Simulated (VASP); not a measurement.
Set up this calculation in VASP 6.6.1, as the native input.

| Quantity | Value |
| --- | --- |
| Task | single point |
| Functional | PBE |
| Dispersion | D3(BJ) |
| Potentials or basis | VASP PAW PBE potentials, release 64 (Se) |
| Cutoff | 520 eV |
| k mesh | 12 × 12 × 8 |
| Occupations | gaussian, width 0.05 eV |
| Spin | no spin polarisation |
| Dipole correction | no |
| Further INCAR settings | ALGO = Normal; EDIFF = 1e-06; NBANDS = 16 |

The structure of Se lies in POSCAR:

```
Se
1.0
    4.0483609670      0.0000000000      0.0000000000
   -2.0241804835      3.5059834411      0.0000000000
    0.0000000000      0.0000000000      4.9017554588
Se
3
Direct
    0.2473450684      0.0000000000      0.3333333333
    0.0000000000      0.2473450684      0.6666666667
    0.7526549316      0.7526549316      0.0000000000
```

This cell differs from its parent crystal: volume 23.191 Å^3 an atom, c/a of the conventional cell 1.2108.

One way to write it, as run:

INCAR

```
PREC = Accurate
ENCUT = 520
EDIFF = 1E-6
ISMEAR = 0
SIGMA = 0.05
LREAL = False
LASPH = True
NELM = 100
ALGO = Normal
ISIF = 2
LWAVE = False
LCHARG = True
GGA = PE
IVDW = 12
LELF = True
LVHAR = True
NBANDS = 16
```

KPOINTS

```
Automatic mesh
0
Gamma
  12 12 8
```

Potentials or basis: VASP PAW PBE potentials, release 64 (Se).

Run with:

```bash
$ cat potpaw_PBE.64/Se/POTCAR > POTCAR
$ mpirun -np 1 vasp_std > vasp.out
```

It gave:

- Pressure: 5.2 GPa
- Largest force: 0.517 eV/Å
- Band gap on the k mesh: 0.69 eV, indirect (least direct gap 0.89 eV)
- Dispersion energy per atom: -0.377 eV

Run time: 48 s on 1 thread of Intel(R) Xeon(R) 6975P-C (Granite Rapids), on a shared host, peak memory 0.24 GiB.
